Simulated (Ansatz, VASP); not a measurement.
# One calculation of KI, two programs

File POSCAR:

```
KI
1.0
    4.2910851346      0.0000000000      0.0000000000
    0.0000000000      4.2910851346      0.0000000000
    0.0000000000      0.0000000000      4.2910851346
K I
1 1
Direct
    0.0000000000      0.0000000000      0.0000000000
    0.5000000000      0.5000000000      0.5000000000
```

The input INCAR.step1:

```
SYSTEM = KI
ALGO = Normal
EDIFF = 1E-4
ENCUT = 520
GGA = PE
ISMEAR = 0
LASPH = .True.
LCHARG = .False.
LREAL = .False.
LWAVE = .True.
NBANDS = 15
NELM = 60
PREC = Accurate
SIGMA = 0.01
```

The input INCAR.step2:

```
SYSTEM = KI
ALGO = Normal
EDIFF = 1E-6
ENCUT = 520
ISIF = 2
ISMEAR = 0
ISTART = 1
LASPH = .True.
LCHARG = .False.
LMIXTAU = .True.
LREAL = .False.
LWAVE = .False.
METAGGA = R2SCAN
NBANDS = 15
NELM = 60
PREC = Accurate
SIGMA = 0.01
```

KPOINTS

```
k-points
0
Gamma
  4 4 4
  0 0 0
```

Input for Ansatz:

```yaml
crystal:
  lattice:
    - [4.2910851346, 0.0, 0.0]
    - [0.0, 4.2910851346, 0.0]
    - [0.0, 0.0, 4.2910851346]
  atoms:
    - { symbol: K, position: [0.0, 0.0, 0.0] }
    - { symbol: I, position: [0.5, 0.5, 0.5] }
kpoints:
  mp_grid: { grid: [4, 4, 4] }
hamiltonian:
  xc: r2scan
scf:
  occupations: { method: fixed }
  n_extra_bands: 1
output:
  forces: true
  stress: true
  eigenvalues: true
```

Alike in both runs: task single point; functional r2SCAN; k mesh 4 × 4 × 4; no spin polarisation.

|  | VASP | Ansatz |
| --- | --- | --- |
| version | VASP 6.6.1 | Ansatz 0.2.0 |
| potentials or method | VASP PAW PBE potentials, release 64 (K_sv, I) | plane waves |
| plane-wave cutoff (eV) | 520 | 500 |
| occupations | gaussian, width 0.01 eV | fixed |
| valence electrons in the cell | 16 | 26 |

|  | VASP | Ansatz | Ansatz less VASP |
| --- | --- | --- | --- |
| gap on the k mesh at the Fermi level (eV) | 4.04 | 4.04 | +0.002 |
| pressure (GPa) | 0.1 | 0.1 | +0.01 |

VASP's potentials were made for PBE, not for r2SCAN. VASP's potentials hold 16 valence electrons a cell and Ansatz's 26, so a difference there can come from the potentials and not from the codes.

Neither program's run includes spin-orbit coupling.
